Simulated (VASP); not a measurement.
## BAs: G0W0 quasiparticle levels with PBEsol

The system is BAs.

```
B As
1.0
     0.00000    2.38387    2.38387
     2.38387    0.00000    2.38387
     2.38387    2.38387    0.00000
B As
1 1
Direct
  0.00000 0.00000 0.00000
  0.25000 0.25000 0.25000
```

| Quantity | Value |
| --- | --- |
| Program | VASP 6.6.1 |
| Task | G0W0 quasiparticle levels |
| Functional | PBEsol |
| Potentials or basis | VASP PAW PBE potentials, release 64 (B_GW, As_GW) |
| Cutoff | 500 eV |
| k mesh | 4 × 4 × 4 |
| Occupations | gaussian, width 0.01 eV |
| Spin | no spin polarisation |
| Dipole correction | no |
| GW scheme | G0W0 |
| GW iterations | 1 |
| Cutoff of the response function | 100 |
| Frequency points | 48 |
| Empty bands | 61 |
| Further INCAR settings | ALGO = EVGW0; EDIFF = 1e-08; NBANDS = 65 |

```json
{"Quasiparticle gap": "1.90 eV", "Least direct quasiparticle gap": "4.02 eV", "Band gap of the starting levels on the mesh": "1.28 eV", "Least direct gap of the starting levels on the mesh": "3.23 eV"}
```

Run time: 71 s on 1 thread of Intel Xeon 8259CL, with other jobs on the host, peak memory 0.23 GiB.

Caveat: the k points lie up to 0.57 Å⁻¹ apart; bands, screening cutoff and mesh are small and nothing is extrapolated, so the quasiparticle values aren't converged.
